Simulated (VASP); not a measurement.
The system is SiC5.

```xyz
6
Lattice="3.4751 0.0000 0.0000 0.0000 3.4751 0.0000 0.0000 0.0000 4.1355" Properties=species:S:1:pos:R:3 pbc="T T T"
Si    1.7375    1.7375    0.0000
C     1.7375    0.0000    2.0678
C     0.0000    1.7375    2.0678
C     1.7375    0.0000    0.0000
C     0.0000    1.7375    0.0000
C     1.7375    1.7375    2.0678
```

The cell was built from a structure type or drawn by symmetry, and may not be a known phase.

| Item | Value |
| --- | --- |
| Program | VASP 6.6.1 |
| Task | relaxation of cell and atoms |
| Functional | PBE |
| Potentials or basis | VASP PAW PBE potentials, release 64 (Si, C) |
| Cutoff | 600 eV |
| k mesh | 6 × 6 × 4 |
| Occupations | gaussian, width 0.1 eV |
| Spin | no spin polarisation |

At the start: pressure 15.2 GPa; volume 8.32 Å³/atom.

Where does the relaxation end?

Over 7 steps the energy falls by 238.0 meV/atom and the volume is 8.77 Å³/atom (+5.4 %); space group P4/mmm (No. 123, to 0.1 Å) before and after.

Step by step:
```csv
step,energy change (eV),largest force (eV/Å),pressure (GPa),volume (Å³)
1,0.0000,0.0000,15.24,49.94
2,-0.6236,0.0000,-10.08,55.73
3,-0.6460,0.0000,-12.52,56.73
4,-1.3280,0.0000,-8.87,55.08
5,-1.3933,0.0000,-4.67,54.44
6,-1.3929,0.0000,-5.09,54.50
7,-1.4277,0.0000,0.05,52.61
```

Final structure:
```yaml
crystal:
  lattice:
    - [3.83540, 0.00000, 0.00000]
    - [0.00000, 3.83540, 0.00000]
    - [0.00000, 0.00000, 3.57674]
  atoms:
    - { symbol: Si, position: [0.50000, 0.50000, 0.00000] }
    - { symbol: C, position: [0.50000, 0.00000, 0.50000] }
    - { symbol: C, position: [0.00000, 0.50000, 0.50000] }
    - { symbol: C, position: [0.50000, 0.00000, 0.00000] }
    - { symbol: C, position: [0.00000, 0.50000, 0.00000] }
    - { symbol: C, position: [0.50000, 0.50000, 0.50000] }
```

Caveat: the k points lie up to 0.44 Å⁻¹ apart in the final cell, too coarse for converged energies and pressures of a metal.
